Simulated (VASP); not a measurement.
## Sb: single point with PBEsol

The system is Sb.

```
Sb
1.0
     0.00000    2.35739   -2.35739
    -2.35739    0.00000    2.35739
     4.71477    4.71477    4.71477
Sb
3
Direct
  0.00000 0.00000 0.00000
  0.33333 0.66667 0.33333
  0.66667 0.33333 0.66667
```

```yaml
Program: VASP 6.6.1
Task: single point
Functional: PBEsol
Potentials_or_basis: VASP PAW PBE potentials, release 64 (Sb)
Cutoff: 520 eV
k_mesh: 11 × 11 × 4
Occupations: fermi-dirac, width 0.1 eV
Spin: no spin polarisation
```

```json
{
 "Pressure": "-0.1 GPa"
}
```

Levels at points of the mesh, in eV from the Fermi level:
```tsv
k point	band 3	band 4	band 5	band 6	band 7	band 8	band 9	band 10	band 11	band 12
(0.00, 0.00, 0.00)	-10.97	-3.15	-3.15	4.07	4.07	4.07	4.07	5.51	5.51	5.51
(0.00, 0.00, 0.50)	-9.26	-6.01	1.73	1.73	3.75	3.75	4.89	4.89	4.89	4.89
```

Run time: 24 s on 1 thread of Intel(R) Xeon(R) 6975P-C (Granite Rapids), on a shared host, peak memory 0.23 GiB.

Caveat: the PAW data sets were made with another functional, which shifts forces and pressure a little; spin-orbit coupling is left out, which moves the levels of the heavy elements.
